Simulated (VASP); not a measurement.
Set up this calculation in VASP 6.6.1, as the native input.

| Item | Value |
| --- | --- |
| Task | single point |
| Functional | PBE |
| Potentials or basis | VASP PAW PBE potentials, release 64 (Ti_sv) |
| Cutoff | 520 eV |
| k mesh | 47 × 47 × 47 |
| Occupations | fermi-dirac, width 0.0612256 eV |
| Spin | no spin polarisation |
| Dipole correction | no |
| Further INCAR settings | ALGO = Normal; EDIFF = 1e-07; NBANDS = 12 |

The structure of Ti lies in POSCAR:

```
Ti
1.0
   -1.6390592773      1.6390592773      1.6390592773
    1.6390592773     -1.6390592773      1.6390592773
    1.6390592773      1.6390592773     -1.6390592773
Ti
1
Direct
    0.0000000000      0.0000000000      0.0000000000
```

This isn't the form of Ti at room conditions, which is hcp.

The input as run:

INCAR

```
SYSTEM = Ti
  ALGO = Normal
  EDIFF = 1E-7
  ENCUT = 520
  GGA = PE
  ISIF = 2
  ISMEAR = -1
  LASPH = .TRUE.
  LCHARG = .FALSE.
  LREAL = .FALSE.
  LWAVE = .FALSE.
  NBANDS = 12
  NELM = 60
  PREC = Accurate
  SIGMA = 0.06122561905347299
```

KPOINTS

```
k-points
0
G
  47 47 47
  0 0 0
```

Potentials or basis: VASP PAW PBE potentials, release 64 (Ti_sv).

Launch:

```bash
$ cat potpaw_PBE.64/Ti_sv/POTCAR > POTCAR
$ mpirun -np 1 vasp_std > vasp.out
```

It gave:

The pressure is -2.3 GPa. The band gap on the k mesh is zero (bands 6 and 7 overlap by 1.63 eV).

Run time: 10 min on 1 thread of Intel Xeon 8259CL, with other jobs on the host, peak memory 0.61 GiB.
